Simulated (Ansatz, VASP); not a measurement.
# One calculation of Al2Cu, two programs

```xyz
6
Lattice="-3.1472 3.1472 2.5389 3.1472 -3.1472 2.5389 3.1472 3.1472 -2.5389" Properties=species:S:1:pos:R:3 pbc="T T T"
Al    4.1463    0.9991    0.0000
Al    2.1481    0.9991    2.5389
Al   -0.9991    2.1481    2.5389
Al    0.9991    2.1481    0.0000
Cu    0.0000    0.0000    3.8084
Cu    0.0000    0.0000    1.2695
```

Alike in both runs: task single point; functional PBE; k mesh 10 × 10 × 10; occupations gaussian, width 0.15 eV; no spin polarisation.

|  | VASP | Ansatz |
| --- | --- | --- |
| version | VASP 6.6.1 | Ansatz 0.2.0 |
| potentials or method | VASP PAW PBE potentials, release 64 (Al, Cu), cutoff 520 eV | scalar-relativistic, plane waves, PAW |
| valence electrons in the cell | 34 | 50 |

VASP gave:

* gap on the k mesh at the Fermi level (eV): none
* pressure (GPa): -8.8
* traceless stress, the component that is largest in VASP (GPa): 0.07
* rms of the force components (eV/Å): 0.019

Q: Estimate Ansatz's values.

A: gap on the k mesh at the Fermi level (eV): none; pressure (GPa): -9.0; traceless stress, the component that is largest in VASP (GPa): 0.05; rms of the force components (eV/Å): 0.021.

Atom by atom the forces differ by 0.002 eV/Å (rms over components). A gap of «none» marks a metal or a gap that the smearing closes. VASP's potentials hold 34 valence electrons a cell and Ansatz's 50, so a difference there can come from the potentials and not from the codes.
